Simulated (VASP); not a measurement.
# TiO2 (P4_2/mnm) in VASP: a series of runs, part 2 of 2

VASP 6.6.1. The steps go on from the part before.

### 5 Single point, PBE (10.08 Å³/atom)

This run uses another cell than the first one, of 10.08 Å³/atom.

INCAR reads:

```
ALGO = Normal ; EDIFF = 1E-6
ENCUT = 520 ; GGA = PE
ISIF = 2 ; ISMEAR = 0
LASPH = T ; LCHARG = F
LREAL = F ; LWAVE = F
NBANDS = 33 ; NELM = 100
PREC = Accurate ; SIGMA = 0.05
```

KPOINTS reads:

```
k-points
0
Gamma
  8 8 10
```

POSCAR reads:

```
TiO2
1.0
    4.3797508160      0.0000000000      0.0000000000
    0.0000000000      4.3797508160      0.0000000000
    0.0000000000      0.0000000000      3.1538585626
Ti O
2 4
Direct
    0.0000000000      0.0000000000      0.0000000000
    0.5000000000      0.5000000000      0.5000000000
    0.3050970583      0.3050970583      0.0000000000
    0.1949029417      0.8050970583      0.5000000000
    0.6949029417      0.6949029417      0.0000000000
    0.8050970583      0.1949029417      0.5000000000
```

Potentials or basis: VASP PAW PBE potentials, release 64 (Ti_sv, O).

On the command line:

```
$ cat potpaw_PBE.64/Ti_sv/POTCAR potpaw_PBE.64/O/POTCAR > POTCAR
$ mpirun -np 1 vasp_std > vasp.out
```

OUTCAR:

```text
EDIFF = 1E-6
   ENCUT = 520
   GGA = PE
   ISIF = 2
   ISMEAR = 0
   LASPH = T
   LREAL = F
   NELM = 100
   PREC = Accurate

 ion  position               nearest neighbor table
   1  0.000  0.000  0.000-   3 1.89   5 1.89   4 1.99   6 1.99   4 1.99   6 1.99
   2  0.500  0.500  0.500-   4 1.89   6 1.89   5 1.99   3 1.99   3 1.99   5 1.99
   3  0.305  0.305  0.000-   1 1.89   2 1.99   2 1.99
   4  0.195  0.805  0.500-   2 1.89   1 1.99   1 1.99
   5  0.695  0.695  0.000-   1 1.89   2 1.99   2 1.99
   6  0.805  0.195  0.500-   2 1.89   1 1.99   1 1.99

  LATTYP: Found a simple tetragonal cell.
 ALAT       =     4.3797508160
 C/A-ratio  =     0.7201000000

  Lattice vectors:

 A1 = (   4.3797508160,   0.0000000000,   0.0000000000)
 A2 = (   0.0000000000,   4.3797508160,   0.0000000000)
 A3 = (   0.0000000000,   0.0000000000,   3.1538585626)

Analysis of symmetry for initial positions (statically):
=====================================================================
 Subroutine PRICEL returns:
[... 177 lines left out ...]
  ---------------------------------------------------
  free energy    TOTEN  =       -53.15359282 eV

  energy without entropy =      -53.15359282  energy(sigma->0) =      -53.15359282

 E-fermi :   5.6513     XC(G=0): -11.6179

 val. band max:        5.2886095753   @ k =   0.0000   0.0000   0.0000
 cond. band min:       7.2382191408   @ k =   0.0000   0.0000   0.0000
 fundamental gap:      1.9496095655
 Fermi energy:         5.6513050893

 k-point     1 :       0.0000    0.0000    0.0000
  band No.  band energies     occupation
      1     -51.6334      2.00000
      2     -51.6090      2.00000
      3     -27.9736      2.00000
      4     -27.9736      2.00000
      5     -27.7958      2.00000
      6     -27.7851      2.00000
[... 853 lines left out ...]
     32      11.1690      0.00000
     33      11.9259      0.00000

 [... further k-points ...]
[... 5 lines left out ...]
  --------------------------------------------------------------------------------------
  -------------------------------------------------------------------------------------
  Total        7.4324671      7.4324671     -2.4809529      0.0000000      0.0000000      0.0000000
  in kB      196.8351072    196.8351072    -65.7034374      0.0000000      0.0000000      0.0000000
  external PRESSURE =     109.3222590 kB  Pullay stress =       0.0000000 kB

 VOLUME and BASIS-vectors are now :
 -----------------------------------------------------------------------------
  energy-cutoff  :      520.00
  volume of cell :       60.50
      direct lattice vectors                 reciprocal lattice vectors
     4.379750816  0.000000000  0.000000000     0.228323492  0.000000000  0.000000000
     0.000000000  4.379750816  0.000000000     0.000000000  0.228323492  0.000000000
     0.000000000  0.000000000  3.153858563     0.000000000  0.000000000  0.317071923

 POSITION                                       TOTAL-FORCE (eV/Angst)
 -----------------------------------------------------------------------------------
      0.00000      0.00000      0.00000         0.000000     -0.000000     -0.000000
      2.18988      2.18988      1.57693         0.000000     -0.000000     -0.000000
      1.33625      1.33625      0.00000         0.007583      0.007583      0.000000
      0.85363      3.52612      1.57693        -0.007583      0.007583      0.000000
      3.04350      3.04350      0.00000        -0.007583     -0.007583     -0.000000
      3.52612      0.85363      1.57693         0.007583     -0.007583     -0.000000
 -----------------------------------------------------------------------------------
    total drift:                               -0.000000      0.000000     -0.000000

  FREE ENERGIE OF THE ION-ELECTRON SYSTEM (eV)
  ---------------------------------------------------
  free  energy   TOTEN  =       -53.1535928196 eV

  energy  without entropy=      -53.1535928196  energy(sigma->0) =      -53.15359282
```

It took 66 s on 1 thread of Intel Xeon 6975P-C (Granite Rapids), shared host; peak memory 0.26 GiB.

Results:

- Free energy: -53.1536 eV
- Pressure: 10.9 GPa
- Largest force: 0.011 eV/Å
- Band gap on the k mesh: 1.95 eV

Forces in eV/Å, atoms in the order of the input:
```
Ti   0.000  0.000  0.000
Ti   0.000  0.000  0.000
O    0.008  0.008  0.000
O   -0.008  0.008  0.000
O   -0.008 -0.008  0.000
O    0.008 -0.008  0.000
```

Stress tensor (GPa, compression positive):
```
19.68  0.00  0.00
 0.00 19.68  0.00
 0.00  0.00 -6.57
```

Caveat: the stress differs along the axes, from -7 to 20 GPa.

### 6 Single point, PBE (10.08 Å³/atom)

This run uses another cell than the first one, of 10.08 Å³/atom.

INCAR reads:

```
PREC     = Accurate       # precision mode
ENCUT    = 520            # plane-wave cutoff, eV
EDIFF    = 1E-6           # SCF threshold, eV
ISMEAR   = 0              # smearing method
SIGMA    = 0.05           # smearing width, eV
LREAL    = F              # projectors in reciprocal space
LASPH    = T              # aspherical terms in the spheres
NELM     = 60             # most SCF steps
ALGO     = Normal         # electronic algorithm
ISIF     = 2              # what is computed and relaxed
LWAVE    = F              # write WAVECAR
LCHARG   = F              # write CHGCAR
GGA      = PE             # functional
NBANDS   = 33             # bands
```

KPOINTS reads:

```
regular mesh
0
Gamma
  8 8 10
```

Edit POSCAR of step 5 so:

```diff
@@ -2,5 +2,5 @@
 1.0
-    4.3797508160      0.0000000000      0.0000000000
-    0.0000000000      4.3797508160      0.0000000000
-    0.0000000000      0.0000000000      3.1538585626
+    4.6210063696      0.0000000000      0.0000000000
+    0.0000000000      4.6210063696      0.0000000000
+    0.0000000000      0.0000000000      2.8331390052
 Ti O
```

Potentials or basis: VASP PAW PBE potentials, release 64 (Ti_sv, O).

On the command line:

```
$ cat potpaw_PBE.64/Ti_sv/POTCAR potpaw_PBE.64/O/POTCAR > POTCAR
$ mpirun -np 1 vasp_std > vasp.out
```

Run time: 66 s. Hardware: 1 thread of Intel Xeon 6975P-C (Granite Rapids), shared host; peak memory 0.26 GiB.

It converged, with:

```
Free energy            : -53.4067 eV
Pressure               : 17.1 GPa
Largest force          : 0.452 eV/Å
Band gap on the k mesh : 2.05 eV
```

Forces on the atoms (eV/Å):
```
Ti   0.000  0.000  0.000
Ti   0.000  0.000  0.000
O   -0.319 -0.319  0.000
O    0.319 -0.319  0.000
O    0.319  0.319  0.000
O   -0.319  0.319  0.000
```

Stress tensor (GPa, compression positive):
```
11.34  0.00  0.00
 0.00 11.34  0.00
 0.00  0.00 28.50
```

Levels at points of the mesh, in eV from the valence-band top:
```tsv
k point	band 20	band 21	band 22	band 23	band 24	band 25	band 26	band 27	band 28	band 29
(0.00, 0.00, 0.00)	-1.54	-0.42	-0.37	-0.37	0.00	2.05	2.32	2.88	2.94	2.94
(0.50, 0.00, 0.00)	-2.97	-1.24	-1.24	-0.68	-0.68	2.77	2.77	3.40	3.40	4.04
(0.50, 0.50, 0.00)	-2.26	-0.99	-0.99	-0.95	-0.95	2.07	2.07	2.95	2.95	4.31
(0.00, 0.00, 0.50)	-2.89	-2.18	-2.18	-1.37	-1.37	3.21	3.21	3.90	3.90	3.96
(0.50, 0.00, 0.50)	-2.21	-2.03	-2.03	-0.95	-0.95	2.15	2.15	3.89	3.89	4.23
(0.50, 0.50, 0.50)	-2.87	-1.16	-1.16	-0.62	-0.62	2.85	2.85	3.49	3.49	3.93
```

Caveat: the stress differs along the axes, from 11 to 28 GPa. A k mesh can miss the band edges.

### 7 Summary

| cell | gap on the mesh (eV) | pressure (GPa) | largest force (eV/Å) |
| --- | --- | --- | --- |
| a = 4.594, b = 4.594, c = 2.706 Å, 6 atoms | 2.22 | 39.5 | 1.22 |
| a = 4.354, b = 4.354, c = 3.012 Å, 6 atoms | 2.04 | 29.7 | 0.22 |
| a = 4.746, b = 4.746, c = 2.685 Å, 6 atoms | 1.98 | 23.1 | 0.74 |
| a = 4.380, b = 4.380, c = 3.154 Å, 6 atoms | 1.95 | 10.9 | 0.01 |
| a = 4.621, b = 4.621, c = 2.833 Å, 6 atoms | 2.05 | 17.1 | 0.45 |

Alike in all rows: task single point; level PBE; potentials or basis VASP PAW PBE potentials, release 64 (Ti_sv, O); no spin polarisation; k mesh 8 × 8 × 10; cutoff (eV) 520; smearing gaussian 0.05 eV.

Caveats: the stress differs along the axes, from 26 to 66 GPa (at least some runs); forces of over 1 eV/Å act on the atoms, so gaps and moduli don't describe the material at rest (at least some runs); the stress differs along the axes, from 19 to 35 GPa (at least some runs); the stress differs along the axes, from 8 to 54 GPa (at least some runs); the stress differs along the axes, from -7 to 20 GPa (at least some runs); the stress differs along the axes, from 11 to 28 GPa (at least some runs).

Total energies depend on the potentials used, so only differences within one code and one set of settings carry meaning.
